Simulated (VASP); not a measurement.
Ta, 2 atoms in the cell. It takes space group Fd-3m (No. 227, cubic). Conventional cell: a = 5.720 Å, b = 5.720 Å, c = 5.720 Å, α = 90.00°, β = 90.00°, γ = 90.00°. Ta (site symmetry -43m) has 4 Ta at 2.48 Å within 3.3 Å. This isn't the form of Ta at room conditions, which is bcc.

| Property | Result |
| --- | --- |
| Program | VASP 6.6.1 |
| Task | relaxation of cell and atoms |
| Functional | LDA |
| Potentials or basis | VASP PAW LDA potentials, release 64 (Ta_pv) |
| Cutoff | 500 eV |
| k mesh | 5 × 5 × 5 |
| Occupations | fermi-dirac, width 0.05 eV |
| Spin | no spin polarisation |
| Dipole correction | no |
| Further INCAR settings | ALGO = Normal; EDIFF = 1e-07; IBRION = 2; EDIFFG = -0.03; NSW = 80; ISIF = 3 |

Potentials or basis: VASP PAW LDA potentials, release 64 (Ta_pv).

The run is started by

```sh
$ cat potpaw_LDA.64/Ta_pv/POTCAR > POTCAR
$ mpirun -np 1 vasp_std > vasp.out
```

Hardware: 1 thread of Intel(R) Xeon(R) Platinum 8375C CPU @ 2.90GHz (Ice Lake), on a shared host.

**Question.** Estimate the wall time of this run.

**Answer.** Run time: 27 s on 1 thread of Intel(R) Xeon(R) Platinum 8375C CPU @ 2.90GHz (Ice Lake), on a shared host, peak memory 0.15 GiB. Counts: scf iterations 30, k points 10, ion steps 3.
